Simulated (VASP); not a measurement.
**MgC2: single point with PBE**

Crystal: MgC2.

```
Mg C
1.0
     4.05344    0.00000    0.00000
     0.00000    4.05344    0.00000
     0.00000    0.00000    5.11668
Mg C
2 4
Direct
  0.50000 0.50000 0.00000
  0.00000 0.00000 0.50000
  0.88765 0.88765 0.00000
  0.61235 0.38766 0.50000
  0.11235 0.11235 0.00000
  0.38766 0.61235 0.50000
```

```json
{
  "Program": "VASP 6.6.1",
  "Task": "single point",
  "Functional": "PBE",
  "Potentials or basis": "VASP PAW PBE potentials, release 64 (Mg, C)",
  "Cutoff": "520 eV",
  "k mesh": "4 × 4 × 4",
  "Occupations": "gaussian, width 0.01 eV",
  "Spin": "no spin polarisation",
  "Dipole correction": "no",
  "Further INCAR settings": "ALGO = Normal; EDIFF = 1e-06; NBANDS = 19"
}
```

```json
{
 "Pressure": "-8.1 GPa",
 "Largest force": "1.873 eV/Å",
 "Band gap on the k mesh": "2.67 eV, indirect (least direct gap 2.97 eV)"
}
```

Forces in eV/Å, atoms in the order of the input:
```
Mg   0.000  0.000  0.000
Mg   0.000  0.000  0.000
C    1.325  1.325  0.000
C   -1.325  1.325  0.000
C   -1.325 -1.325  0.000
C    1.325 -1.325  0.000
```

Stress tensor (GPa, compression positive):
```
-10.26   0.00   0.00
  0.00 -10.26   0.00
  0.00   0.00  -3.88
```

Levels at points of the mesh, in eV from the valence-band top:
```csv
k point,band 7,band 8,band 9,band 10,band 11,band 12,band 13,band 14
"(0.00, 0.00, 0.00)",-1.30,-0.35,-0.30,-0.30,2.67,5.09,5.41,5.41
"(0.50, 0.00, 0.00)",-1.59,-1.59,-0.27,-0.27,5.15,5.15,5.28,5.28
"(0.50, 0.50, 0.00)",-1.49,-1.49,-0.98,-0.98,3.92,3.92,6.10,6.10
"(0.00, 0.00, 0.50)",-0.58,-0.58,-0.28,-0.28,3.65,3.65,5.50,5.50
"(0.50, 0.00, 0.50)",-1.21,-1.21,-0.55,-0.55,3.90,3.90,6.17,6.17
"(0.50, 0.50, 0.50)",-2.37,-2.37,0.00,0.00,5.03,5.03,7.20,7.20
```

Wall time 21 s on 1 thread of Intel(R) Xeon(R) Platinum 8488C (Sapphire Rapids) (shared host), peak memory 0.18 GiB.

Caveat: forces of over 1 eV/Å act on the atoms, so gaps and moduli don't describe the material at rest. A k mesh can miss the band edges.
